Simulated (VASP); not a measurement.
Wanted: the native input for a VASP 6.6.1 run.

- Task: density of states
- Functional: LDA
- Potentials or basis: VASP PAW LDA potentials, release 64 (Pt)
- Cutoff: 520 eV
- k mesh: 19 × 19 × 19
- Occupations: fermi-dirac, width 0.1 eV
- Spin: no spin polarisation
- Dipole correction: no
- k mesh for the DOS: 29 × 29 × 29
- Occupations for the DOS: tetrahedron
- Further INCAR settings: ALGO = Normal; EDIFF = 1e-06; NBANDS = 11

Pt:

```xyz
1
Lattice="-1.5515 1.5515 1.5515 1.5515 -1.5515 1.5515 1.5515 1.5515 -1.5515" Properties=species:S:1:pos:R:3 pbc="T T T"
Pt    0.0000    0.0000    0.0000
```

One way to write it, as run:

POSCAR

```
Pt
1.0
   -1.5514557101      1.5514557101      1.5514557101
    1.5514557101     -1.5514557101      1.5514557101
    1.5514557101      1.5514557101     -1.5514557101
Pt
1
Direct
    0.0000000000      0.0000000000      0.0000000000
```

INCAR.step1

```
SYSTEM = Pt
PREC = Accurate
ENCUT = 520
EDIFF = 1E-6
ISMEAR = -1
SIGMA = 0.1
LREAL = .FALSE.
LASPH = .TRUE.
NELM = 100
ALGO = Normal
ISIF = 2
LWAVE = .FALSE.
LCHARG = .TRUE.
LMAXMIX = 4
NBANDS = 11
```

KPOINTS.step1

```
regular mesh
0
G
  19 19 19
  0 0 0
```

INCAR.step2

```
SYSTEM = Pt
PREC = Accurate
ENCUT = 520
EDIFF = 1E-6
ISMEAR = -5
SIGMA = 0.1
LREAL = .FALSE.
LASPH = .TRUE.
NELM = 100
ALGO = Normal
ISIF = 2
LWAVE = .FALSE.
LCHARG = .FALSE.
LMAXMIX = 4
LORBIT = 10
NBANDS = 11
NEDOS = 1001
ICHARG = 11
```

KPOINTS.step2

```
regular mesh
0
G
  29 29 29
  0 0 0
```

Potentials or basis: VASP PAW LDA potentials, release 64 (Pt).

Run with:

```console
$ cat potpaw_LDA.64/Pt/POTCAR > POTCAR
$ cp INCAR.step1 INCAR
$ cp KPOINTS.step1 KPOINTS
$ mpirun -np 1 vasp_std > vasp.out
$ cp INCAR.step2 INCAR
$ cp KPOINTS.step2 KPOINTS
$ mpirun -np 1 vasp_std > vasp.out
```

Results of the run:

```yaml
Valence_electrons_inside_the_program's_atomic_spheres: Pt 9.35
```

Caveat: spin-orbit coupling is left out, which moves the levels of the heavy elements.

Wall time 120 s on 1 thread of AMD EPYC 7R43 64-Core Processor (Zen 3) (shared host), peak memory 0.23 GiB.
